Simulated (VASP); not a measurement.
# RbCl (Fm-3m) in VASP: a series of runs, part 2 of 2

VASP 6.6.1.

### Step 4. Single point, r2SCAN

The input, POSCAR:

```
RbCl
1.0
    0.0000000000      3.3058128222      3.3058128222
    3.3058128222      0.0000000000      3.3058128222
    3.3058128222      3.3058128222      0.0000000000
Rb Cl
1 1
Direct
    0.0000000000      0.0000000000      0.0000000000
    0.5000000000      0.5000000000      0.5000000000
```

The input, INCAR.step1:

```
SYSTEM = RbCl
PREC = Accurate ; ENCUT = 550
ISMEAR = 0 ; SIGMA = 0.01
LREAL = .FALSE. ; LASPH = .TRUE.
NELM = 120 ; NBANDS = 15
GGA = PE ; ALGO = Normal
EDIFF = 1E-5 ; LWAVE = .TRUE.
LCHARG = .FALSE. ; GGA_COMPAT = .FALSE.
```

The input, INCAR.step2:

```
SYSTEM = RbCl
PREC = Accurate ; ENCUT = 550
EDIFF = 1E-6 ; ISMEAR = 0
SIGMA = 0.01 ; LREAL = .FALSE.
LASPH = .TRUE. ; NELM = 120
ALGO = Normal ; ISIF = 2
LWAVE = .FALSE. ; LCHARG = .TRUE.
METAGGA = R2SCAN ; LMIXTAU = .TRUE.
LELF = .TRUE. ; LVHAR = .TRUE.
NBANDS = 15 ; ISTART = 1
GGA_COMPAT = .FALSE.
```

The input, KPOINTS:

```
regular mesh
0
G
  4 4 4
  0 0 0
```

Potentials or basis: VASP PAW PBE potentials, release 64 (Rb_sv, Cl).

Started as:

```console
$ cat potpaw_PBE.64/Rb_sv/POTCAR potpaw_PBE.64/Cl/POTCAR > POTCAR
$ cp INCAR.step1 INCAR
$ mpirun -np 1 vasp_std > vasp.out
$ cp INCAR.step2 INCAR
$ mpirun -np 1 vasp_std > vasp.out
```

OUTCAR:

```text
SYSTEM = RbCl
   PREC = Accurate
   ENCUT = 550
   EDIFF = 1E-6
   ISMEAR = 0
   LREAL = .FALSE.
   LASPH = .TRUE.
   NELM = 120
   ISIF = 2
   METAGGA = R2SCAN
   ISTART = 1

 ion  position               nearest neighbor table
   1  0.000  0.000  0.000-   2 3.31   2 3.31   2 3.31   2 3.31   2 3.31   2 3.31
   2  0.500  0.500  0.500-   1 3.31   1 3.31   1 3.31   1 3.31   1 3.31   1 3.31

  LATTYP: Found a face centered cubic cell.
 ALAT       =     6.6116256444

  Lattice vectors:

 A1 = (   0.0000000000,   3.3058128222,   3.3058128222)
 A2 = (   3.3058128222,   0.0000000000,   3.3058128222)
 A3 = (   3.3058128222,   3.3058128222,   0.0000000000)

Analysis of symmetry for initial positions (statically):
=====================================================================
 Subroutine PRICEL returns:
 Original cell was already a primitive cell.

 Routine SETGRP: Setting up the symmetry group for a
 face centered cubic supercell.

 Subroutine GETGRP returns: Found 48 space group operations
 (whereof 48 operations were pure point group operations)
 out of a pool of 48 trial point group operations.

The static configuration has the point symmetry O_h .

Analysis of symmetry for dynamics (positions and initial velocities):
=====================================================================
 Subroutine PRICEL returns:
 Original cell was already a primitive cell.

 Routine SETGRP: Setting up the symmetry group for a
 face centered cubic supercell.

 Subroutine GETGRP returns: Found 48 space group operations
 (whereof 48 operations were pure point group operations)
 out of a pool of 48 trial point group operations.

The dynamic configuration has the point symmetry O_h .

 Subroutine INISYM returns: Found 48 space group operations
 (whereof 48 operations are pure point group operations),
 and found     1 'primitive' translations

----------------------------------------------------------------------------------------

                                     Primitive cell

  volume of cell :      72.2545

  direct lattice vectors                    reciprocal lattice vectors
     0.000000000  3.305812822  3.305812822    -0.151248733  0.151248733  0.151248733
     3.305812822  0.000000000  3.305812822     0.151248733 -0.151248733  0.151248733
     3.305812822  3.305812822  0.000000000     0.151248733  0.151248733 -0.151248733

  length of vectors
     4.675125328  4.675125328  4.675125328     0.261970490  0.261970490  0.261970490

  position of ions in fractional coordinates (direct lattice)
     0.000000000  0.000000000  0.000000000
     0.500000000  0.500000000  0.500000000

  ion indices of the primitive-cell ions
   primitive index   ion index
                 1           1
                 2           2

----------------------------------------------------------------------------------------

 KPOINTS: regular mesh

Automatic generation of k-mesh.
 Grid dimensions read from file:
 generate k-points for:    4    4    4

 Generating k-lattice:

  Cartesian coordinates                     Fractional coordinates (reciprocal lattice)
[... 23 lines left out ...]
  0.500000  0.500000  0.000000      3.000000
 -0.250000  0.500000  0.250000      6.000000
   k-points           NKPTS =      8   k-points in BZ     NKDIM =      8   number of bands    NBANDS=     15
   number of dos      NEDOS =    301   number of ions     NIONS =      2
   total plane-waves  NPLWV =  46656
   dimension x,y,z NGX =    36 NGY =   36 NGZ =   36
   dimension x,y,z NGXF=    72 NGYF=   72 NGZF=   72
   ions per type =               1   1
   NGX,Y,Z   is equivalent  to a cutoff of  12.80, 12.80, 12.80 a.u.
   NGXF,Y,Z  is equivalent  to a cutoff of  25.60, 25.60, 25.60 a.u.
 SYSTEM =  RbCl
   PREC   = accura    normal or accurate (medium, high low for compatibility)
   ISTART =      1    job   : 0-new  1-cont  2-samecut
   ICHARG =      0    charge: 1-file 2-atom 10-const
   ISPIN  =      1    spin polarized calculation?
   LNONCOLLINEAR =      F non collinear calculations
   LSORBIT =      F    spin-orbit coupling
   LASPH  =      T    aspherical Exc in radial PAW
   ENCUT  =  550.0 eV  40.42 Ry    6.36 a.u.   8.94  8.94  8.94*2*pi/ulx,y,z
   NELM   =    120;   NELMIN=  2; NELMDL=  0     # of ELM steps
   EDIFF  = 0.1E-05   stopping-criterion for ELM
   LREAL  =      F    real-space projection
   EDIFFG = 0.1E-04   stopping-criterion for IOM
   NSW    =      0    number of steps for IOM
   IBRION =     -1    ionic relax: 0-MD 1-quasi-New 2-CG
   NFREE  =      0    steps in history (QN), initial steepest desc. (CG)
   ISIF   =      2    stress and relaxation
   ISYM   =      2    0-nonsym 1-usesym 2-fastsym
   POTIM  = 0.5000    time-step for ionic-motion
   TEBEG  =    0.0;   TEEND  =   0.0 temperature during run
   PSTRESS=    0.0 pullay stress
   NELECT =      16.0000    total number of electrons
   NUPDOWN=      -1.0000    fix difference up-down
   EMIN   =  10.00;   EMAX   =-10.00  energy-range for DOS
   EFERMI =   0.00;   METHOD = LEGACY
   ISMEAR =     0;   SIGMA  =   0.01  broadening in eV -4-tet -1-fermi 0-gaus
   EFERMI_NEDOS =   21; number of points for ismear=-14 and -15
   IALGO  =     38    algorithm
   IMIX   =      4    mixing-type and parameters
     AMIX     =   0.40;   BMIX     =  1.00
     AMIX_MAG =   1.60;   BMIX_MAG =  1.00
  volume/ion in A,a.u.               =      36.13       243.80
  Fermi-wavevector in a.u.,A,eV,Ry     =   0.990436  1.871653 13.346827  0.980964
  Thomas-Fermi vector in A             =   2.122107
   LORBIT       =      0    0 simple, 1 ext, 2 COOP (PROOUT), +10 PAW based schemes
   METAGGA = R2SCAN    functional components
   LHFCALC =     F    Hartree Fock is set to
   AEXX    =    0.0000 exact exchange contribution
   IVDW    =     0    specifies the selected vdW correction
   LEPSILON=     F    determine dielectric tensor
   LRPA    =     F    only Hartree local field effects (RPA)
 non-spin polarized calculation
 Gauss-broadening in eV      SIGMA  =   0.01
  energy-cutoff  :      550.00
  volume of cell :       72.25
 maximum number of plane-waves:      2148
   NGX = 17   NGY = 17   NGZ = 17

 number of electron      16.0000002 magnetization

 Free energy of the ion-electron system (eV)
  ---------------------------------------------------
  ext. energy  EPLUGINS =         0.00000000
  ---------------------------------------------------
  free energy    TOTEN  =       -24.38555985 eV

  energy without entropy =      -24.38555985  energy(sigma->0) =      -24.38555985

 E-fermi :  -2.2084     XC(G=0):  -7.7183

 val. band max:       -2.3472531255   @ k =   0.0000   0.0000   0.0000
 cond. band min:       3.2093704746   @ k =   0.0000   0.0000   0.0000
 fundamental gap:      5.5566236001
 Fermi energy:        -2.2083874405

 k-point     1 :       0.0000    0.0000    0.0000
  band No.  band energies     occupation
      1     -27.0186      2.00000
      2     -14.8812      2.00000
      3     -10.5215      2.00000
      4     -10.5215      2.00000
      5     -10.5215      2.00000
      6      -2.3473      2.00000
      7      -2.3473      2.00000
      8      -2.3473      2.00000
      9       3.2094      0.00000
     10       6.2589      0.00000
     11       6.2589      0.00000
     12       6.2589      0.00000
     13       7.4215      0.00000
     14       7.4215      0.00000
[... 113 lines left out ...]
      2     -14.8651      2.00000
      3     -10.6910      2.00000
      4     -10.6910      2.00000
      5     -10.5098      2.00000
      6      -2.7668      2.00000
      7      -2.5881      2.00000
      8      -2.5881      2.00000
      9       5.7965      0.00000
     10       5.7965      0.00000
     11       7.7892      0.00000
     12       7.8599      0.00000
     13      10.0387      0.00000
     14      10.1612      0.00000
     15      10.7605      0.00000

------------------------ aborting loop because EDIFF is reached ----------------------------------------

  FORCE on cell =-STRESS in cart. coord.  units (eV):
  Direction    XX          YY          ZZ          XY          YZ          ZX
  --------------------------------------------------------------------------------------
  -------------------------------------------------------------------------------------
  Total        0.0153023      0.0153023      0.0153023      0.0000000      0.0000000      0.0000000
  in kB        0.3393139      0.3393139      0.3393139      0.0000000      0.0000000      0.0000000
  external PRESSURE =       0.3393139 kB  Pullay stress =       0.0000000 kB

 VOLUME and BASIS-vectors are now :
 -----------------------------------------------------------------------------
  energy-cutoff  :      550.00
  volume of cell :       72.25
      direct lattice vectors                 reciprocal lattice vectors
     0.000000000  3.305812822  3.305812822    -0.151248733  0.151248733  0.151248733
     3.305812822  0.000000000  3.305812822     0.151248733 -0.151248733  0.151248733
     3.305812822  3.305812822  0.000000000     0.151248733  0.151248733 -0.151248733

 POSITION                                       TOTAL-FORCE (eV/Angst)
 -----------------------------------------------------------------------------------
      0.00000      0.00000      0.00000        -0.000000     -0.000000      0.000000
      3.30581      3.30581      3.30581         0.000000      0.000000     -0.000000
 -----------------------------------------------------------------------------------
    total drift:                                0.000000      0.000000      0.000000

  FREE ENERGIE OF THE ION-ELECTRON SYSTEM (eV)
  ---------------------------------------------------
  free  energy   TOTEN  =       -24.3855598453 eV

  energy  without entropy=      -24.3855598453  energy(sigma->0) =      -24.38555985
```

Wall time 47 s (1 thread of Intel Xeon Platinum 8259CL at 2.50GHz (Skylake/Cascade Lake), shared host); peak memory 0.22 GiB.

What came out:

* Free energy: -24.3856 eV
* Pressure: 0.0 GPa
* Band gap on the k mesh: 5.56 eV, direct

Levels at points of the mesh, in eV from the valence-band top:
```csv
k point,band 5,band 6,band 7,band 8,band 9,band 10,band 11,band 12
"(0.00, 0.00, 0.00)",-8.17,0.00,0.00,0.00,5.56,8.61,8.61,8.61
"(0.50, 0.00, 0.00)",-8.15,-0.83,-0.32,-0.32,8.18,8.49,10.86,10.86
"(0.50, 0.50, 0.00)",-8.27,-0.33,-0.10,-0.10,6.67,8.85,10.14,10.92
```

Caveat: the PAW data sets were made with another functional, which shifts forces and pressure a little.

### Step 5. Single point, PBE0

POSCAR is that of step 4.

The input, INCAR.step1:

```
SYSTEM = RbCl
PREC = Accurate ; ENCUT = 400
EDIFF = 1E-5 ; ISMEAR = 0
SIGMA = 0.01 ; LREAL = .FALSE.
LASPH = .TRUE. ; NELM = 120
ALGO = Normal ; ISIF = 2
LWAVE = .TRUE. ; LCHARG = .FALSE.
NBANDS = 15 ; GGA = PE
GGA_COMPAT = .FALSE.
```

The input, INCAR.step2:

```
SYSTEM = RbCl
PREC = Accurate ; ENCUT = 400
EDIFF = 1E-6 ; ISMEAR = 0
SIGMA = 0.01 ; LREAL = .FALSE.
LASPH = .TRUE. ; NELM = 120
ALGO = Normal ; ISIF = 2
LWAVE = .FALSE. ; LCHARG = .FALSE.
GGA = PE ; LHFCALC = .TRUE.
AEXX = 0.25 ; PRECFOCK = Normal
NBANDS = 15 ; ISTART = 1
GGA_COMPAT = .FALSE.
```

KPOINTS is that of step 4.

Potentials or basis: VASP PAW PBE potentials, release 64 (Rb_sv, Cl).

Started as:

```console
$ cat potpaw_PBE.64/Rb_sv/POTCAR potpaw_PBE.64/Cl/POTCAR > POTCAR
$ cp INCAR.step1 INCAR
$ mpirun -np 1 vasp_std > vasp.out
$ cp INCAR.step2 INCAR
$ mpirun -np 1 vasp_std > vasp.out
```

OUTCAR:

```text
SYSTEM = RbCl
   PREC = Accurate
   ENCUT = 400
   EDIFF = 1E-6
   ISMEAR = 0
   LREAL = .FALSE.
   LASPH = .TRUE.
   NELM = 120
   ISIF = 2
   GGA = PE
   LHFCALC = .TRUE.
   AEXX = 0.25
   PRECFOCK = Normal
   ISTART = 1

 ion  position               nearest neighbor table
   1  0.000  0.000  0.000-   2 3.31   2 3.31   2 3.31   2 3.31   2 3.31   2 3.31
   2  0.500  0.500  0.500-   1 3.31   1 3.31   1 3.31   1 3.31   1 3.31   1 3.31

  LATTYP: Found a face centered cubic cell.
 ALAT       =     6.6116256444

  Lattice vectors:

 A1 = (   0.0000000000,   3.3058128222,   3.3058128222)
 A2 = (   3.3058128222,   0.0000000000,   3.3058128222)
 A3 = (   3.3058128222,   3.3058128222,   0.0000000000)

Analysis of symmetry for initial positions (statically):
=====================================================================
 Subroutine PRICEL returns:
 Original cell was already a primitive cell.

 Routine SETGRP: Setting up the symmetry group for a
 face centered cubic supercell.

 Subroutine GETGRP returns: Found 48 space group operations
 (whereof 48 operations were pure point group operations)
 out of a pool of 48 trial point group operations.

The static configuration has the point symmetry O_h .

Analysis of symmetry for dynamics (positions and initial velocities):
=====================================================================
 Subroutine PRICEL returns:
 Original cell was already a primitive cell.

 Routine SETGRP: Setting up the symmetry group for a
 face centered cubic supercell.

 Subroutine GETGRP returns: Found 48 space group operations
 (whereof 48 operations were pure point group operations)
 out of a pool of 48 trial point group operations.

The dynamic configuration has the point symmetry O_h .

 Subroutine INISYM returns: Found 48 space group operations
 (whereof 48 operations are pure point group operations),
 and found     1 'primitive' translations
[... 112 lines left out ...]
   HFSCREENC=   0.0000 screening length for correlation (either q_TF or 0.3 A-1)
   ENCUTFOCK=  -1.0 apply spherical cutoff to Coloumb kernel
   IVDW    =     0    specifies the selected vdW correction
   LEPSILON=     F    determine dielectric tensor
   LRPA    =     F    only Hartree local field effects (RPA)
 non-spin polarized calculation
 Gauss-broadening in eV      SIGMA  =   0.01
  energy-cutoff  :      400.00
  volume of cell :       72.25
 maximum number of plane-waves:      1363
  NGX = 24; NGY = 24; NGZ = 24

 number of electron      16.0000002 magnetization

 Free energy of the ion-electron system (eV)
  ---------------------------------------------------
  ext. energy  EPLUGINS =         0.00000000
  ---------------------------------------------------
  free energy    TOTEN  =        -8.26872364 eV

  energy without entropy =       -8.26872364  energy(sigma->0) =       -8.26872364

 E-fermi :  -3.2071     XC(G=0):  -5.7380

 val. band max:       -3.3219480977   @ k =   0.0000   0.0000   0.0000
 cond. band min:       3.6795442597   @ k =   0.0000   0.0000   0.0000
 fundamental gap:      7.0014923574
 Fermi energy:        -3.2070727684

 k-point     1 :       0.0000    0.0000    0.0000
  band No.  band energies     occupation
      1     -28.8534      2.00000
      2     -16.4697      2.00000
      3     -11.7280      2.00000
      4     -11.7280      2.00000
      5     -11.7280      2.00000
      6      -3.3219      2.00000
      7      -3.3219      2.00000
      8      -3.3219      2.00000
      9       3.6795      0.00000
     10       6.8540      0.00000
     11       6.8540      0.00000
     12       6.8540      0.00000
     13       7.9202      0.00000
     14       7.9202      0.00000
[... 113 lines left out ...]
      2     -16.4485      2.00000
      3     -11.9105      2.00000
      4     -11.9105      2.00000
      5     -11.7133      2.00000
      6      -3.7758      2.00000
      7      -3.5752      2.00000
      8      -3.5752      2.00000
      9       6.4405      0.00000
     10       6.4405      0.00000
     11       8.2348      0.00000
     12       8.2906      0.00000
     13      10.6154      0.00000
     14      10.8684      0.00000
     15      11.2503      0.00000

------------------------ aborting loop because EDIFF is reached ----------------------------------------

  FORCE on cell =-STRESS in cart. coord.  units (eV):
  Direction    XX          YY          ZZ          XY          YZ          ZX
  --------------------------------------------------------------------------------------
  -------------------------------------------------------------------------------------
  Total        0.1263395      0.1263395      0.1263395      0.0000000      0.0000000     -0.0000000
  in kB        2.8014644      2.8014644      2.8014644      0.0000000      0.0000000     -0.0000000
  external PRESSURE =       2.8014644 kB  Pullay stress =       0.0000000 kB

 VOLUME and BASIS-vectors are now :
 -----------------------------------------------------------------------------
  energy-cutoff  :      400.00
  volume of cell :       72.25
      direct lattice vectors                 reciprocal lattice vectors
     0.000000000  3.305812822  3.305812822    -0.151248733  0.151248733  0.151248733
     3.305812822  0.000000000  3.305812822     0.151248733 -0.151248733  0.151248733
     3.305812822  3.305812822  0.000000000     0.151248733  0.151248733 -0.151248733

 POSITION                                       TOTAL-FORCE (eV/Angst)
 -----------------------------------------------------------------------------------
      0.00000      0.00000      0.00000        -0.000000     -0.000000     -0.000000
      3.30581      3.30581      3.30581         0.000000      0.000000      0.000000
 -----------------------------------------------------------------------------------
    total drift:                                0.000000     -0.000000      0.000000

  FREE ENERGIE OF THE ION-ELECTRON SYSTEM (eV)
  ---------------------------------------------------
  free  energy   TOTEN  =        -8.2687236433 eV

  energy  without entropy=       -8.2687236433  energy(sigma->0) =       -8.26872364
```

OSZICAR.step1:

```text
N       E                     dE             d eps       ncg     rms          rms(c)
DAV:   1     0.728475405101E+02    0.72848E+02   -0.58826E+03   240   0.759E+02
DAV:   2    -0.204468868200E+01   -0.74892E+02   -0.69145E+02   326   0.156E+02
DAV:   3    -0.692566787341E+01   -0.48810E+01   -0.48567E+01   324   0.403E+01
DAV:   4    -0.703323674147E+01   -0.10757E+00   -0.10756E+00   358   0.638E+00
DAV:   5    -0.703642398206E+01   -0.31872E-02   -0.31872E-02   339   0.903E-01    0.306E+00
DAV:   6    -0.667631544411E+01    0.36011E+00   -0.51239E-01   317   0.345E+00    0.233E+00
DAV:   7    -0.665396560600E+01    0.22350E-01   -0.12549E-01   303   0.182E+00    0.141E+00
DAV:   8    -0.666815129083E+01   -0.14186E-01   -0.16426E-02   294   0.794E-01    0.177E-01
DAV:   9    -0.666922081859E+01   -0.10695E-02   -0.15803E-03   324   0.204E-01    0.104E-01
DAV:  10    -0.666984660707E+01   -0.62579E-03   -0.56512E-04   254   0.143E-01    0.165E-02
DAV:  11    -0.666986361289E+01   -0.17006E-04   -0.29949E-05   289   0.327E-02    0.111E-02
DAV:  12    -0.666986984450E+01   -0.62316E-05   -0.13874E-05   253   0.213E-02
   1 F= -.66698698E+01 E0= -.66698698E+01  d E =-.474693E-32
```

Wall time 4.3 min (1 thread of Intel Xeon Platinum 8259CL at 2.50GHz (Skylake/Cascade Lake), shared host); peak memory 0.17 GiB.

Results:

```yaml
Free_energy: -8.2687 eV
Pressure: 0.3 GPa
Band_gap_on_the_k_mesh: 7.00 eV, direct
```

Caveat: the PAW data sets were made with another functional, which shifts forces and pressure a little.

### Step 6. The runs side by side

```csv
level,k mesh,cutoff (eV),grid for exact exchange (PRECFOCK),gap on the mesh (eV),pressure (GPa)
PBE,4 × 4 × 4,500,-,4.95,0.6
PBE,6 × 6 × 6,500,-,4.95,0.6
r2SCAN,4 × 4 × 4,550,-,5.56,0.0
PBE0,4 × 4 × 4,400,Normal,7.00,0.3
```

Alike in all rows: task single point; potentials or basis VASP PAW PBE potentials, release 64 (Rb_sv, Cl); no spin polarisation; cell as given; smearing gaussian 0.01 eV.

On the cell as given the gap runs from 4.95 eV (PBE) to 7.00 eV (PBE0); the meshes differ, which moves gaps too. The pressure there spans 0.0 GPa (r2SCAN) to 0.6 GPa (PBE); a positive pressure means that this level wants a larger cell, a negative one a smaller.

Caveats: the PAW data sets were made with another functional, which shifts forces and pressure a little (some runs).

Total energies depend on the potentials used, so only differences within one code and one set of settings carry meaning.
